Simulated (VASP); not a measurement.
Wanted: the native input for a VASP 6.6.1 run.

```
Task                   : single point
Functional             : PBE
Potentials or basis    : VASP PAW PBE potentials, release 64 (Sc_sv, In_d, As)
Cutoff                 : 520 eV
k mesh                 : 5 × 5 × 5
Occupations            : gaussian, width 0.2 eV
Spin                   : no spin polarisation
Dipole correction      : no
Further INCAR settings : ALGO = Normal; EDIFF = 1e-06; NBANDS = 36
```

The structure of ScIn3As lies in POSCAR:

```
ScIn3As
1.0
    1.9586579945      1.1308317187      9.8309364014
   -1.9586579945      1.1308317187      9.8309364014
    0.0000000000     -2.2616634423      9.8309364009
Sc In As
1 3 1
Direct
   -0.0065284485     -0.0065284485     -0.0065284485
    0.2169339090      0.2169339090      0.2169339090
    0.4019976315      0.4019976315      0.4019976315
    0.8057051389      0.8057051389      0.8057051389
    0.6108917691      0.6108917691      0.6108917691
```

One way to write it, as run:

INCAR

```
SYSTEM = ScIn3As
  ALGO = Normal
  EDIFF = 1E-6
  ENCUT = 520
  GGA = PE
  ISIF = 2
  ISMEAR = 0
  LASPH = .TRUE.
  LCHARG = .FALSE.
  LREAL = .FALSE.
  LWAVE = .FALSE.
  NBANDS = 36
  NELM = 100
  PREC = Accurate
  SIGMA = 0.2
```

KPOINTS

```
k-points
0
G
  5 5 5
  0 0 0
```

Potentials or basis: VASP PAW PBE potentials, release 64 (Sc_sv, In_d, As).

The run is started by

```console
$ cat potpaw_PBE.64/Sc_sv/POTCAR potpaw_PBE.64/In_d/POTCAR potpaw_PBE.64/As/POTCAR > POTCAR
$ mpirun -np 1 vasp_std > vasp.out
```

It gave:

```json
{"Pressure": "-0.1 GPa", "Largest force": "0.048 eV/Å", "Band gap on the k mesh": "zero (an odd number of electrons rules out a gap without spin polarisation)"}
```

Caveat: the k points lie up to 0.37 Å⁻¹ apart, too coarse for converged energies and pressures of a metal; spin-orbit coupling is left out, which moves the levels of the heavy elements.

Run time: 10 min on 1 thread of Oxide Virtual Turin-like Processor (shared host), peak memory 0.91 GiB.
